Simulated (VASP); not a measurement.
A run of VASP 6.6.1 is set up as follows.

INCAR

```
SYSTEM = BeTe
PREC     = Accurate       ! precision mode
ENCUT    = 520            ! plane-wave cutoff, eV
EDIFF    = 1E-6           ! SCF threshold, eV
ISMEAR   = 0              ! smearing method
SIGMA    = 0.05           ! smearing width, eV
LREAL    = .FALSE.        ! projectors in reciprocal space
LASPH    = .TRUE.         ! aspherical terms in the spheres
NELM     = 100            ! most SCF steps
ALGO     = Normal         ! electronic algorithm
ISIF     = 2              ! what is computed and relaxed
LWAVE    = .FALSE.        ! write WAVECAR
LCHARG   = .FALSE.        ! write CHGCAR
GGA      = CA             ! functional
NBANDS   = 11             ! bands
```

Contents of KPOINTS:

```
regular mesh
0
G
  10 10 10
  0 0 0
```

POSCAR

```
BeTe
1.0
    0.0000000000      3.0091804721      2.3471607683
    3.0091804721      0.0000000000      2.3471607683
    3.0091804721      3.0091804721      0.0000000000
Be Te
1 1
Direct
    0.0000000000      0.0000000000      0.0000000000
    0.7500000000      0.7500000000      0.7500000000
```

Potentials or basis: VASP PAW LDA potentials, release 64 (Be, Te).

The run is started by

```bash
$ cat potpaw_LDA.64/Be/POTCAR potpaw_LDA.64/Te/POTCAR > POTCAR
$ mpirun -np 1 vasp_std > vasp.out
```

(1) Estimate the band gap on the k mesh.

(2) Predict the pressure.

## Answers

(1) 0.34 eV, indirect (least direct gap 2.62 eV).

(2) 0.0 GPa.

Caveat: spin-orbit coupling is left out, which moves the levels of the heavy elements.
